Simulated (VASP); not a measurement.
Runs of VASP 6.6.1 on Zr. The structure is that of space group Pm-3m (No. 221), or close to it. The cells are those of the table. 

```tsv
task	cell	k mesh for the DOS	occupations for the DOS	gap on the mesh (eV)	pressure (GPa)
single point	a = 2.389 Å, 1 atom	-	-	none	(a)
single point	a = 2.650 Å, 1 atom	-	-	none	(b)
single point	a = 2.149 Å, 1 atom	-	-	none	390.3
single point	a = 2.867 Å, 1 atom	-	-	none	3.9
single point	a = 2.235 Å, 1 atom	-	-	none	262.2
```

Alike in all rows: level PBE; potentials or basis VASP PAW PBE potentials, release 64 (Zr_sv); no spin polarisation; k mesh 14 × 14 × 14; cutoff (eV) 520; smearing fermi-dirac 0.1 eV.

Task: Estimate the missing entries.

Result: (a) 127.5; (b) 33.4.

A k mesh can miss the band edges, and the runs leave out spin-orbit coupling on Zr.

A gap of «none» marks levels without a gap at the run's occupations.
